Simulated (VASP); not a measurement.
# TiO2 (P4_2/mnm) in VASP: further runs

Runs on TiO2. Level: PBE. Tasks: electric field gradients.

Everything below comes from runs of VASP 6.6.1. Logs are shortened: lines on timing, memory, paths and dates and some standing lists are left out, and cuts for length are marked.

### 1 The cell of the first run

It takes space group P4_2/mnm (No. 136, tetragonal). The conventional cell has a = 4.532 Å, b = 4.532 Å, c = 2.919 Å, α = 90.00°, β = 90.00°, γ = 90.00°. Ti (site symmetry mmm) has 6 O at 1.92 to 1.96 Å within 2.5 Å. O (site symmetry m2m) has 3 Ti at 1.92 to 1.96 Å and 1 O at 2.49 Å within 2.5 Å.

### 2 Electric field gradients, PBE (9.99 Å³/atom)

INCAR

```
SYSTEM = TiO2
PREC = Accurate ; ENCUT = 520
EDIFF = 1E-8 ; ISMEAR = -1
SIGMA = 0.05 ; LREAL = .False.
LASPH = .True. ; NELM = 60
ALGO = Normal ; ISIF = 2
LWAVE = .False. ; LCHARG = .False.
GGA = PE ; LEFG = .True.
NBANDS = 33
```

KPOINTS

```
regular mesh
0
Gamma
  7 7 10
  0 0 0
```

POSCAR

```
TiO2
1.0
    4.5319113078      0.0000000000      0.0000000000
    0.0000000000      4.5319113078      0.0000000000
    0.0000000000      0.0000000000      2.9190086112
Ti O
2 4
Direct
    0.0000000000      0.0000000000      0.0000000000
    0.5000000000      0.5000000000      0.5000000000
    0.3060000000      0.3060000000      0.0000000000
    0.1940000000      0.8060000000      0.5000000000
    0.6940000000      0.6940000000      0.0000000000
    0.8060000000      0.1940000000      0.5000000000
```

Potentials or basis: VASP PAW PBE potentials, release 64 (Ti_sv, O).

Command:

```sh
cat potpaw_PBE.64/Ti_sv/POTCAR potpaw_PBE.64/O/POTCAR > POTCAR
mpirun -np 1 vasp_std > vasp.out
```

OUTCAR:

```text
SYSTEM = TiO2
   PREC = Accurate
   ENCUT = 520
   EDIFF = 1E-8
   ISMEAR = -1
   LREAL = .False.
   LASPH = .True.
   NELM = 60
   ISIF = 2
   GGA = PE

 ion  position               nearest neighbor table
   1  0.000  0.000  0.000-   4 1.92   6 1.92   4 1.92   6 1.92   5 1.96   3 1.96
   2  0.500  0.500  0.500-   3 1.92   5 1.92   3 1.92   5 1.92   4 1.96   6 1.96
   3  0.306  0.306  0.000-   2 1.92   2 1.92   1 1.96
   4  0.194  0.806  0.500-   1 1.92   1 1.92   2 1.96
   5  0.694  0.694  0.000-   2 1.92   2 1.92   1 1.96
   6  0.806  0.194  0.500-   1 1.92   1 1.92   2 1.96

  LATTYP: Found a simple tetragonal cell.
 ALAT       =     4.5319113078
 C/A-ratio  =     0.6441010013

  Lattice vectors:

 A1 = (   4.5319113078,   0.0000000000,   0.0000000000)
 A2 = (   0.0000000000,   4.5319113078,   0.0000000000)
 A3 = (   0.0000000000,   0.0000000000,   2.9190086112)

Analysis of symmetry for initial positions (statically):
=====================================================================
 Subroutine PRICEL returns:
 Original cell was already a primitive cell.

 Routine SETGRP: Setting up the symmetry group for a
 simple tetragonal supercell.

 Subroutine GETGRP returns: Found 16 space group operations
 (whereof  8 operations were pure point group operations)
 out of a pool of 16 trial point group operations.

The static configuration has the point symmetry D_2h.
 The point group associated with its full space group is D_4h.

Analysis of symmetry for dynamics (positions and initial velocities):
=====================================================================
 Subroutine PRICEL returns:
 Original cell was already a primitive cell.

 Routine SETGRP: Setting up the symmetry group for a
 simple tetragonal supercell.

 Subroutine GETGRP returns: Found 16 space group operations
 (whereof  8 operations were pure point group operations)
 out of a pool of 16 trial point group operations.

The dynamic configuration has the point symmetry D_2h.
 The point group associated with its full space group is D_4h.

 Subroutine INISYM returns: Found 16 space group operations
 (whereof  8 operations are pure point group operations),
 and found     1 'primitive' translations

----------------------------------------------------------------------------------------

                                     Primitive cell

  volume of cell :      59.9512

  direct lattice vectors                    reciprocal lattice vectors
     4.531911308  0.000000000  0.000000000     0.220657452  0.000000000  0.000000000
     0.000000000  4.531911308  0.000000000     0.000000000  0.220657452  0.000000000
     0.000000000  0.000000000  2.919008611     0.000000000  0.000000000  0.342582066

  length of vectors
     4.531911308  4.531911308  2.919008611     0.220657452  0.220657452  0.342582066

  position of ions in fractional coordinates (direct lattice)
     0.000000000  0.000000000  0.000000000
     0.500000000  0.500000000  0.500000000
     0.306000000  0.306000000  0.000000000
     0.194000000  0.806000000  0.500000000
     0.694000000  0.694000000  0.000000000
     0.806000000  0.194000000  0.500000000

  ion indices of the primitive-cell ions
   primitive index   ion index
                 1           1
                 2           2
                 3           3
                 4           4
                 5           5
                 6           6

----------------------------------------------------------------------------------------

 KPOINTS: regular mesh

Automatic generation of k-mesh.
 Grid dimensions read from file:
 generate k-points for:    7    7   10

 Generating k-lattice:

  Cartesian coordinates                     Fractional coordinates (reciprocal lattice)
     0.031522493  0.000000000  0.000000000     0.142857143  0.000000000  0.000000000
     0.000000000  0.031522493  0.000000000     0.000000000  0.142857143  0.000000000
     0.000000000  0.000000000  0.034258207     0.000000000  0.000000000  0.100000000

  Length of vectors
     0.031522493  0.031522493  0.034258207

  Shift w.r.t. Gamma in fractional coordinates (k-lattice)
     0.000000000  0.000000000  0.000000000

 Subroutine IBZKPT returns following result:
 ===========================================

 Found     60 irreducible k-points:

 Following reciprocal coordinates:
            Coordinates               Weight
  0.000000  0.000000  0.000000      1.000000
  0.142857  0.000000  0.000000      4.000000
  0.285714  0.000000  0.000000      4.000000
  0.428571  0.000000  0.000000      4.000000
  0.142857  0.142857  0.000000      4.000000
  0.285714  0.142857  0.000000      8.000000
[... 16 lines left out ...]
  0.285714  0.000000  0.200000      8.000000
  0.428571  0.000000  0.200000      8.000000
 [... further k-points ...]
   k-points           NKPTS =     60   k-points in BZ     NKDIM =     60   number of bands    NBANDS=     33
   number of dos      NEDOS =    301   number of ions     NIONS =      6
   total plane-waves  NPLWV =  31104
   dimension x,y,z NGX =    36 NGY =   36 NGZ =   24
   dimension x,y,z NGXF=    72 NGYF=   72 NGZF=   48
   ions per type =               2   4
   NGX,Y,Z   is equivalent  to a cutoff of  13.21, 13.21, 13.67 a.u.
   NGXF,Y,Z  is equivalent  to a cutoff of  26.41, 26.41, 27.34 a.u.
 SYSTEM =  TiO2
   PREC   = accura    normal or accurate (medium, high low for compatibility)
   ISTART =      0    job   : 0-new  1-cont  2-samecut
   ICHARG =      2    charge: 1-file 2-atom 10-const
   ISPIN  =      1    spin polarized calculation?
   LNONCOLLINEAR =      F non collinear calculations
   LSORBIT =      F    spin-orbit coupling
   LASPH  =      T    aspherical Exc in radial PAW
   ENCUT  =  520.0 eV  38.22 Ry    6.18 a.u.   8.43  8.43  5.43*2*pi/ulx,y,z
   NELM   =     60;   NELMIN=  2; NELMDL= -5     # of ELM steps
   EDIFF  = 0.1E-07   stopping-criterion for ELM
   LREAL  =      F    real-space projection
   EDIFFG = 0.1E-06   stopping-criterion for IOM
   NSW    =      0    number of steps for IOM
   IBRION =     -1    ionic relax: 0-MD 1-quasi-New 2-CG
   NFREE  =      0    steps in history (QN), initial steepest desc. (CG)
   ISIF   =      2    stress and relaxation
   ISYM   =      2    0-nonsym 1-usesym 2-fastsym
   POTIM  = 0.5000    time-step for ionic-motion
   TEBEG  =    0.0;   TEEND  =   0.0 temperature during run
   PSTRESS=    0.0 pullay stress
   NELECT =      48.0000    total number of electrons
   NUPDOWN=      -1.0000    fix difference up-down
   EMIN   =  10.00;   EMAX   =-10.00  energy-range for DOS
   EFERMI =   0.00;   METHOD = LEGACY
   ISMEAR =    -1;   SIGMA  =   0.05  broadening in eV -4-tet -1-fermi 0-gaus
   EFERMI_NEDOS =   21; number of points for ismear=-14 and -15
   IALGO  =     38    algorithm
   IMIX   =      4    mixing-type and parameters
     AMIX     =   0.40;   BMIX     =  1.00
     AMIX_MAG =   1.60;   BMIX_MAG =  1.00
  volume/ion in A,a.u.               =       9.99        67.43
  Fermi-wavevector in a.u.,A,eV,Ry     =   1.520160  2.872685 31.441502  2.310885
  Thomas-Fermi vector in A             =   2.629048
   LORBIT       =      0    0 simple, 1 ext, 2 COOP (PROOUT), +10 PAW based schemes
   GGA     = PE    functional components
   LHFCALC =     F    Hartree Fock is set to
   AEXX    =    0.0000 exact exchange contribution
   IVDW    =     0    specifies the selected vdW correction
   LEPSILON=     F    determine dielectric tensor
   LRPA    =     F    only Hartree local field effects (RPA)
 non-spin polarized calculation
  energy-cutoff  :      520.00
  volume of cell :       59.95
 maximum number of plane-waves:      1634
 NGX is ok and might be reduce to    36
   NGX = 17   NGY = 17   NGZ = 11

 number of electron      48.0000002 magnetization

 Free energy of the ion-electron system (eV)
  ---------------------------------------------------
  ext. energy  EPLUGINS =         0.00000000
  ---------------------------------------------------
  free energy    TOTEN  =       -53.45664538 eV

  energy without entropy =      -53.45664538  energy(sigma->0) =      -53.45664538

 E-fermi :   6.1864     XC(G=0): -11.6273

 val. band max:        5.2516889720   @ k =   0.0000   0.0000   0.0000
 cond. band min:       7.2622865989   @ k =   0.0000   0.0000   0.0000
 fundamental gap:      2.0105976269
 Fermi energy:         6.1864246003

 k-point     1 :       0.0000    0.0000    0.0000
  band No.  band energies     occupation
      1     -51.4927      2.00000
      2     -51.4714      2.00000
      3     -27.8466      2.00000
      4     -27.8466      2.00000
      5     -27.6472      2.00000
      6     -27.6472      2.00000
[... 25 lines left out ...]
     32      12.3237      0.00000
     33      12.3237      0.00000

 k-point     2 :       0.1429    0.0000    0.0000
  band No.  band energies     occupation
      1     -51.4916      2.00000
      2     -51.4724      2.00000
      3     -27.8389      2.00000
      4     -27.8381      2.00000
      5     -27.6568      2.00000
      6     -27.6559      2.00000
[... 25 lines left out ...]
     32      12.2498      0.00000
     33      12.2656      0.00000
[... 754 lines left out ...]
     32      11.2659      0.00000
     33      11.7446      0.00000

 k-point    24 :       0.4286    0.0000    0.2000
  band No.  band energies     occupation
      1     -51.4671      2.00000
      2     -51.4633      2.00000
      3     -27.8013      2.00000
      4     -27.7888      2.00000
      5     -27.7455      2.00000
      6     -27.7335      2.00000
[... 25 lines left out ...]
     32      11.0157      0.00000
     33      11.9484      0.00000

 [... further k-points ...]

------------------------ aborting loop because EDIFF is reached ----------------------------------------

  FORCE on cell =-STRESS in cart. coord.  units (eV):
  Direction    XX          YY          ZZ          XY          YZ          ZX
  --------------------------------------------------------------------------------------
  -------------------------------------------------------------------------------------
  Total        6.1470322      6.1470322      7.1161449     -0.0000000      0.0000000      0.0000000
  in kB      164.2774251    164.2774251    190.1766467     -0.0000000      0.0000000      0.0000000
  external PRESSURE =     172.9104990 kB  Pullay stress =       0.0000000 kB

 VOLUME and BASIS-vectors are now :
 -----------------------------------------------------------------------------
  energy-cutoff  :      520.00
  volume of cell :       59.95
      direct lattice vectors                 reciprocal lattice vectors
     4.531911308  0.000000000  0.000000000     0.220657452  0.000000000  0.000000000
     0.000000000  4.531911308  0.000000000     0.000000000  0.220657452  0.000000000
     0.000000000  0.000000000  2.919008611     0.000000000  0.000000000  0.342582066

 POSITION                                       TOTAL-FORCE (eV/Angst)
 -----------------------------------------------------------------------------------
      0.00000      0.00000      0.00000         0.000000     -0.000000      0.000000
      2.26596      2.26596      1.45950         0.000000     -0.000000      0.000000
      1.38676      1.38676      0.00000        -0.354446     -0.354446     -0.000000
      0.87919      3.65272      1.45950         0.354446     -0.354446     -0.000000
      3.14515      3.14515      0.00000         0.354446      0.354446      0.000000
      3.65272      0.87919      1.45950        -0.354446      0.354446      0.000000
 -----------------------------------------------------------------------------------
    total drift:                               -0.000000      0.000000      0.000000

  FREE ENERGIE OF THE ION-ELECTRON SYSTEM (eV)
  ---------------------------------------------------
  free  energy   TOTEN  =       -53.4566453816 eV

  energy  without entropy=      -53.4566453815  energy(sigma->0) =      -53.45664538

 Electric field gradients (V/A^2)
---------------------------------------------------------------------
 ion       V_xx      V_yy      V_zz      V_xy      V_xz      V_yz
---------------------------------------------------------------------
   1      13.585    13.585   -27.171     7.391    -0.000    -0.000
   2      13.585    13.585   -27.171    -7.391     0.000    -0.000
   3       1.344     1.344    -2.688    18.948     0.000     0.000
   4       1.344     1.344    -2.688   -18.948    -0.000    -0.000
   5       1.344     1.344    -2.688    18.948    -0.000     0.000
   6       1.344     1.344    -2.688   -18.948     0.000     0.000
---------------------------------------------------------------------

 Electric field gradients after diagonalization (V/A^2)
 (convention: |V_zz| > |V_xx| > |V_yy|)
----------------------------------------------------------------------
 ion       V_xx      V_yy      V_zz     asymmetry (V_yy - V_xx)/ V_zz
----------------------------------------------------------------------
   1      20.977     6.194   -27.171       0.544
   2      20.977     6.194   -27.171       0.544
   3     -17.604    -2.688    20.292       0.735
   4     -17.604    -2.688    20.292       0.735
   5     -17.604    -2.688    20.292       0.735
   6     -17.604    -2.688    20.292       0.735
----------------------------------------------------------------------

           NMR quadrupolar parameters

 Cq : quadrupolar parameter    Cq=e*Q*V_zz/h
 eta: asymmetry parameters     (V_yy - V_xx)/ V_zz
 Q  : nuclear electric quadrupole moment in mb (millibarn)
----------------------------------------------------------------------
 ion       Cq(MHz)       eta       Q (mb)
----------------------------------------------------------------------
   1      -0.066       0.544       1.000
   2      -0.066       0.544       1.000
   3       0.049       0.735       1.000
   4       0.049       0.735       1.000
   5       0.049       0.735       1.000
   6       0.049       0.735       1.000
----------------------------------------------------------------------
```

It took 3.2 min on 1 thread of Intel Xeon 8259CL, shared host; peak memory 0.23 GiB.

What came out:

- Free energy: -53.4566 eV
- Pressure: 17.3 GPa
- Largest force: 0.501 eV/Å
- Band gap on the k mesh: 2.01 eV
- Largest electric field gradient by atom: Ti -27.2; O +20.3 V/Å²

Forces in eV/Å, atoms in the order of the input:
```
Ti   0.000  0.000  0.000
Ti   0.000  0.000  0.000
O   -0.354 -0.354  0.000
O    0.354 -0.354  0.000
O    0.354  0.354  0.000
O   -0.354  0.354  0.000
```

Levels at points of the mesh, in eV from the valence-band top:
```
           k point  band 22  band 23  band 24  band 25  band 26  band 27
(0.00, 0.00, 0.00)    -0.42    -0.42     0.00     2.01     2.38     2.58
(0.00, 0.00, 0.50)    -2.48    -1.44    -1.44     3.13     3.13     3.37
```

Electric field gradients, principal values (V/Å²):
| atom | least | middle | greatest (by size) |
| --- | --- | --- | --- |
| 1 Ti | 6.194 | 20.977 | -27.171 |
| 2 Ti | 6.194 | 20.977 | -27.171 |
| 3 O | -2.688 | -17.604 | 20.292 |
| 4 O | -2.688 | -17.604 | 20.292 |
| 5 O | -2.688 | -17.604 | 20.292 |
| 6 O | -2.688 | -17.604 | 20.292 |

Caveat: the cell stands under pressure; without QUAD_EFG the Cq values of the log hold for a quadrupole moment of 1 mb, not for the nuclei; an odd mesh through Γ misses points on the zone boundary, where band edges can lie.

(Part 1 of 2 ends here.)
